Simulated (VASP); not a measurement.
# Ca3Ti (Pm-3m) in VASP: single point with r2SCAN

Aim: the single point of Ca3Ti with r2SCAN.

Program: VASP 6.6.1. These are calculated values, not measurements. Logs are shortened: lines on timing, memory, paths and dates and some standing lists are left out, and cuts for length are marked.

## 1. The cell of the first run

The structure is cubic, space group Pm-3m (No. 221). The conventional cell has a = 5.150 Å, b = 5.150 Å, c = 5.150 Å, α = 90.00°, β = 90.00°, γ = 90.00°. Within 4.8 Å of Ca (site symmetry 4/mmm) lie 8 Ca at 3.64 Å and 4 Ti at 3.64 Å. Ti (site symmetry m-3m) has 12 Ca at 3.64 Å within 4.8 Å.

## 2. Single point, r2SCAN

File POSCAR:

```
Ca3Ti
1.0
    5.1496662670      0.0000000000      0.0000000000
    0.0000000000      5.1496662670      0.0000000000
    0.0000000000      0.0000000000      5.1496662670
Ca Ti
3 1
Direct
    0.0000000000      0.5000000000      0.5000000000
    0.5000000000      0.0000000000      0.5000000000
    0.5000000000      0.5000000000      0.0000000000
    0.0000000000      0.0000000000      0.0000000000
```

File INCAR.step1:

```
SYSTEM = Ca3Ti
PREC = Accurate ; ENCUT = 550
ISMEAR = 0 ; SIGMA = 0.1
LREAL = .False. ; LASPH = .True.
NELM = 120 ; NBANDS = 29
GGA = PE ; ALGO = Normal
EDIFF = 1E-5 ; LWAVE = .True.
LCHARG = .False. ; GGA_COMPAT = .False.
```

File INCAR.step2:

```
SYSTEM = Ca3Ti
PREC = Accurate ; ENCUT = 550
EDIFF = 1E-6 ; ISMEAR = 0
SIGMA = 0.1 ; LREAL = .False.
LASPH = .True. ; NELM = 120
ALGO = Normal ; ISIF = 2
LWAVE = .False. ; LCHARG = .True.
METAGGA = R2SCAN ; LMIXTAU = .True.
LELF = .True. ; LVHAR = .True.
NBANDS = 29 ; ISTART = 1
GGA_COMPAT = .False.
```

File KPOINTS:

```
Automatic mesh
0
Gamma
  10 10 10
  0 0 0
```

Potentials or basis: VASP PAW PBE potentials, release 64 (Ca_sv, Ti_sv).

Run with:

```sh
> cat potpaw_PBE.64/Ca_sv/POTCAR potpaw_PBE.64/Ti_sv/POTCAR > POTCAR
> cp INCAR.step1 INCAR
> mpirun -np 1 vasp_std > vasp.out
> cp INCAR.step2 INCAR
> mpirun -np 1 vasp_std > vasp.out
```

OUTCAR:

```text
SYSTEM = Ca3Ti
   PREC = Accurate
   ENCUT = 550
   EDIFF = 1E-6
   ISMEAR = 0
   LREAL = .False.
   LASPH = .True.
   NELM = 120
   ISIF = 2
   METAGGA = R2SCAN
   ISTART = 1

 ion  position               nearest neighbor table
   1  0.000  0.500  0.500-
   2  0.500  0.000  0.500-
   3  0.500  0.500  0.000-
   4  0.000  0.000  0.000-

  LATTYP: Found a simple cubic cell.
 ALAT       =     5.1496662670

  Lattice vectors:

 A1 = (   5.1496662670,   0.0000000000,   0.0000000000)
 A2 = (   0.0000000000,   5.1496662670,   0.0000000000)
 A3 = (   0.0000000000,   0.0000000000,   5.1496662670)

Analysis of symmetry for initial positions (statically):
=====================================================================
 Subroutine PRICEL returns:
 Original cell was already a primitive cell.

 Routine SETGRP: Setting up the symmetry group for a
 simple cubic supercell.

 Subroutine GETGRP returns: Found 48 space group operations
 (whereof 48 operations were pure point group operations)
 out of a pool of 48 trial point group operations.

The static configuration has the point symmetry O_h .

Analysis of symmetry for dynamics (positions and initial velocities):
=====================================================================
 Subroutine PRICEL returns:
 Original cell was already a primitive cell.

 Routine SETGRP: Setting up the symmetry group for a
 simple cubic supercell.

 Subroutine GETGRP returns: Found 48 space group operations
 (whereof 48 operations were pure point group operations)
 out of a pool of 48 trial point group operations.

The dynamic configuration has the point symmetry O_h .

 Subroutine INISYM returns: Found 48 space group operations
 (whereof 48 operations are pure point group operations),
 and found     1 'primitive' translations

----------------------------------------------------------------------------------------

                                     Primitive cell

  volume of cell :     136.5643

  direct lattice vectors                    reciprocal lattice vectors
     5.149666267  0.000000000  0.000000000     0.194187341  0.000000000  0.000000000
     0.000000000  5.149666267  0.000000000     0.000000000  0.194187341  0.000000000
     0.000000000  0.000000000  5.149666267     0.000000000  0.000000000  0.194187341

  length of vectors
     5.149666267  5.149666267  5.149666267     0.194187341  0.194187341  0.194187341

  position of ions in fractional coordinates (direct lattice)
     0.000000000  0.500000000  0.500000000
     0.500000000  0.000000000  0.500000000
     0.500000000  0.500000000  0.000000000
     0.000000000  0.000000000  0.000000000

  ion indices of the primitive-cell ions
   primitive index   ion index
                 1           1
                 2           2
                 3           3
                 4           4

----------------------------------------------------------------------------------------

 KPOINTS: Automatic mesh

Automatic generation of k-mesh.
 Grid dimensions read from file:
 generate k-points for:   10   10   10

 Generating k-lattice:

  Cartesian coordinates                     Fractional coordinates (reciprocal lattice)
     0.019418734  0.000000000  0.000000000     0.100000000  0.000000000  0.000000000
     0.000000000  0.019418734  0.000000000     0.000000000  0.100000000  0.000000000
     0.000000000  0.000000000  0.019418734     0.000000000  0.000000000  0.100000000

  Length of vectors
     0.019418734  0.019418734  0.019418734

  Shift w.r.t. Gamma in fractional coordinates (k-lattice)
     0.000000000  0.000000000  0.000000000

 Subroutine IBZKPT returns following result:
 ===========================================

 Found     56 irreducible k-points:

 Following reciprocal coordinates:
            Coordinates               Weight
  0.000000  0.000000  0.000000      1.000000
  0.100000  0.000000  0.000000      6.000000
  0.200000  0.000000  0.000000      6.000000
  0.300000  0.000000  0.000000      6.000000
  0.400000  0.000000  0.000000      6.000000
  0.500000  0.000000  0.000000      3.000000
[... 16 lines left out ...]
  0.200000  0.100000  0.100000     24.000000
  0.300000  0.100000  0.100000     24.000000
 [... further k-points ...]
   k-points           NKPTS =     56   k-points in BZ     NKDIM =     56   number of bands    NBANDS=     29
   number of dos      NEDOS =    301   number of ions     NIONS =      4
   total plane-waves  NPLWV =  64000
   dimension x,y,z NGX =    40 NGY =   40 NGZ =   40
   dimension x,y,z NGXF=    80 NGYF=   80 NGZF=   80
   ions per type =               3   1
   NGX,Y,Z   is equivalent  to a cutoff of  12.91, 12.91, 12.91 a.u.
   NGXF,Y,Z  is equivalent  to a cutoff of  25.83, 25.83, 25.83 a.u.
 SYSTEM =  Ca3Ti
   PREC   = accura    normal or accurate (medium, high low for compatibility)
   ISTART =      1    job   : 0-new  1-cont  2-samecut
   ICHARG =      0    charge: 1-file 2-atom 10-const
   ISPIN  =      1    spin polarized calculation?
   LNONCOLLINEAR =      F non collinear calculations
   LSORBIT =      F    spin-orbit coupling
   LASPH  =      T    aspherical Exc in radial PAW
   ENCUT  =  550.0 eV  40.42 Ry    6.36 a.u.   9.85  9.85  9.85*2*pi/ulx,y,z
   NELM   =    120;   NELMIN=  2; NELMDL=  0     # of ELM steps
   EDIFF  = 0.1E-05   stopping-criterion for ELM
   LREAL  =      F    real-space projection
   EDIFFG = 0.1E-04   stopping-criterion for IOM
   NSW    =      0    number of steps for IOM
   IBRION =     -1    ionic relax: 0-MD 1-quasi-New 2-CG
   NFREE  =      0    steps in history (QN), initial steepest desc. (CG)
   ISIF   =      2    stress and relaxation
   ISYM   =      2    0-nonsym 1-usesym 2-fastsym
   POTIM  = 0.5000    time-step for ionic-motion
   TEBEG  =    0.0;   TEEND  =   0.0 temperature during run
   PSTRESS=    0.0 pullay stress
   NELECT =      42.0000    total number of electrons
   NUPDOWN=      -1.0000    fix difference up-down
   EMIN   =  10.00;   EMAX   =-10.00  energy-range for DOS
   EFERMI =   0.00;   METHOD = LEGACY
   ISMEAR =     0;   SIGMA  =   0.10  broadening in eV -4-tet -1-fermi 0-gaus
   EFERMI_NEDOS =   21; number of points for ismear=-14 and -15
   IALGO  =     38    algorithm
   IMIX   =      4    mixing-type and parameters
     AMIX     =   0.40;   BMIX     =  1.00
     AMIX_MAG =   1.60;   BMIX_MAG =  1.00
  volume/ion in A,a.u.               =      34.14       230.40
  Fermi-wavevector in a.u.,A,eV,Ry     =   1.105042  2.088227 16.614321  1.221118
  Thomas-Fermi vector in A             =   2.241524
   LORBIT       =      0    0 simple, 1 ext, 2 COOP (PROOUT), +10 PAW based schemes
   METAGGA = R2SCAN    functional components
   LHFCALC =     F    Hartree Fock is set to
   AEXX    =    0.0000 exact exchange contribution
   IVDW    =     0    specifies the selected vdW correction
   LEPSILON=     F    determine dielectric tensor
   LRPA    =     F    only Hartree local field effects (RPA)
 non-spin polarized calculation
 Gauss-broadening in eV      SIGMA  =   0.10
  energy-cutoff  :      550.00
  volume of cell :      136.56
 maximum number of plane-waves:      4032
 NGX is ok and might be reduce to    40
   NGX = 19   NGY = 19   NGZ = 19

 number of electron      42.0000016 magnetization

 Free energy of the ion-electron system (eV)
  ---------------------------------------------------
  ext. energy  EPLUGINS =         0.00000000
  ---------------------------------------------------
  free energy    TOTEN  =       -31.68233443 eV

  energy without entropy =      -31.60512285  energy(sigma->0) =      -31.64372864

 E-fermi :   2.8429     XC(G=0):  -9.0238

 val. band max:        2.8397057511   @ k =   0.2000   0.1000   0.1000
 cond. band min:       2.8447423968   @ k =   0.5000   0.4000   0.2000
 fundamental gap:      0.0050366457
 Fermi energy:         2.8429153655

 k-point     1 :       0.0000    0.0000    0.0000
  band No.  band energies     occupation
      1     -57.1315      2.00000
      2     -40.2873      2.00000
      3     -40.2504      2.00000
      4     -40.2504      2.00000
      5     -32.3212      2.00000
      6     -32.3212      2.00000
[... 21 lines left out ...]
     28       4.9900      0.00000
     29       4.9900      0.00000

 k-point     2 :       0.1000    0.0000    0.0000
  band No.  band energies     occupation
      1     -57.1315      2.00000
      2     -40.2865      2.00000
      3     -40.2512      2.00000
      4     -40.2504      2.00000
      5     -32.3212      2.00000
      6     -32.3212      2.00000
[... 21 lines left out ...]
     28       5.0317      0.00000
     29       5.0317      0.00000

 k-point     3 :       0.2000    0.0000    0.0000
  band No.  band energies     occupation
      1     -57.1315      2.00000
      2     -40.2842      2.00000
      3     -40.2535      2.00000
      4     -40.2503      2.00000
      5     -32.3213      2.00000
      6     -32.3212      2.00000
[... 21 lines left out ...]
     28       5.1291      0.00000
     29       5.1291      0.00000

 k-point     4 :       0.3000    0.0000    0.0000
  band No.  band energies     occupation
      1     -57.1315      2.00000
      2     -40.2807      2.00000
      3     -40.2569      2.00000
      4     -40.2503      2.00000
      5     -32.3213      2.00000
      6     -32.3212      2.00000
[... 21 lines left out ...]
     28       5.2428      0.00000
     29       5.2428      0.00000

 k-point     5 :       0.4000    0.0000    0.0000
  band No.  band energies     occupation
      1     -57.1315      2.00000
      2     -40.2770      2.00000
      3     -40.2606      2.00000
      4     -40.2503      2.00000
      5     -32.3214      2.00000
      6     -32.3211      2.00000
[... 21 lines left out ...]
     28       5.3400      0.00000
     29       5.3400      0.00000
[... 510 lines left out ...]
     28       4.8391      0.00000
     29       4.8391      0.00000

 k-point    22 :       0.1000    0.1000    0.1000
  band No.  band energies     occupation
      1     -57.1315      2.00000
      2     -40.2849      2.00000
      3     -40.2515      2.00000
      4     -40.2515      2.00000
      5     -32.3212      2.00000
      6     -32.3212      2.00000
[... 21 lines left out ...]
     28       5.0552      0.00000
     29       5.0552      0.00000

 k-point    23 :       0.2000    0.1000    0.1000
  band No.  band energies     occupation
      1     -57.1315      2.00000
      2     -40.2827      2.00000
      3     -40.2537      2.00000
      4     -40.2515      2.00000
      5     -32.3213      2.00000
      6     -32.3212      2.00000
[... 21 lines left out ...]
     28       5.0781      0.00000
     29       5.1503      0.00000

 k-point    24 :       0.3000    0.1000    0.1000
  band No.  band energies     occupation
      1     -57.1315      2.00000
      2     -40.2794      2.00000
      3     -40.2570      2.00000
      4     -40.2515      2.00000
      5     -32.3214      2.00000
      6     -32.3212      2.00000
[... 21 lines left out ...]
     28       5.1218      0.00000
     29       5.2761      0.00000

 [... further k-points ...]

------------------------ aborting loop because EDIFF is reached ----------------------------------------

  FORCE on cell =-STRESS in cart. coord.  units (eV):
  Direction    XX          YY          ZZ          XY          YZ          ZX
  --------------------------------------------------------------------------------------
  -------------------------------------------------------------------------------------
  Total        0.0763885      0.0763885      0.0763885     -0.0000000     -0.0000000      0.0000000
  in kB        0.8961928      0.8961928      0.8961928     -0.0000000     -0.0000000      0.0000000
  external PRESSURE =       0.8961928 kB  Pullay stress =       0.0000000 kB

 VOLUME and BASIS-vectors are now :
 -----------------------------------------------------------------------------
  energy-cutoff  :      550.00
  volume of cell :      136.56
      direct lattice vectors                 reciprocal lattice vectors
     5.149666267  0.000000000  0.000000000     0.194187341  0.000000000  0.000000000
     0.000000000  5.149666267  0.000000000     0.000000000  0.194187341  0.000000000
     0.000000000  0.000000000  5.149666267     0.000000000  0.000000000  0.194187341

 POSITION                                       TOTAL-FORCE (eV/Angst)
 -----------------------------------------------------------------------------------
      0.00000      2.57483      2.57483         0.000000      0.000000      0.000000
      2.57483      0.00000      2.57483         0.000000      0.000000      0.000000
      2.57483      2.57483      0.00000         0.000000      0.000000      0.000000
      0.00000      0.00000      0.00000         0.000000      0.000000      0.000000
 -----------------------------------------------------------------------------------
    total drift:                               -0.000000     -0.000000     -0.000000

  FREE ENERGIE OF THE ION-ELECTRON SYSTEM (eV)
  ---------------------------------------------------
  free  energy   TOTEN  =       -31.6823344299 eV

  energy  without entropy=      -31.6051228511  energy(sigma->0) =      -31.64372864
```

Run time: 6.2 min. Hardware: 1 thread of Intel Xeon 6975P-C (Granite Rapids), shared host; peak memory 0.4 GiB.

What came out:

| Property | Result |
| --- | --- |
| Free energy | -31.6823 eV |
| Pressure | 0.1 GPa |
| Band gap on the k mesh | zero (bands 21 and 22 overlap by 0.26 eV) |

Levels at points of the mesh, in eV from the Fermi level:
```tsv
k point	band 19	band 20	band 21	band 22	band 23	band 24
(0.00, 0.00, 0.00)	-0.82	-0.79	-0.05	-0.05	-0.05	1.40
(0.50, 0.00, 0.00)	-0.37	0.07	0.07	0.17	0.22	0.69
(0.50, 0.50, 0.00)	-1.50	-1.50	0.16	0.16	0.34	0.65
(0.50, 0.50, 0.50)	-1.08	-1.08	-0.06	-0.06	-0.06	0.10
```

Caveat: the PAW data sets were made with another functional, which shifts forces and pressure a little.
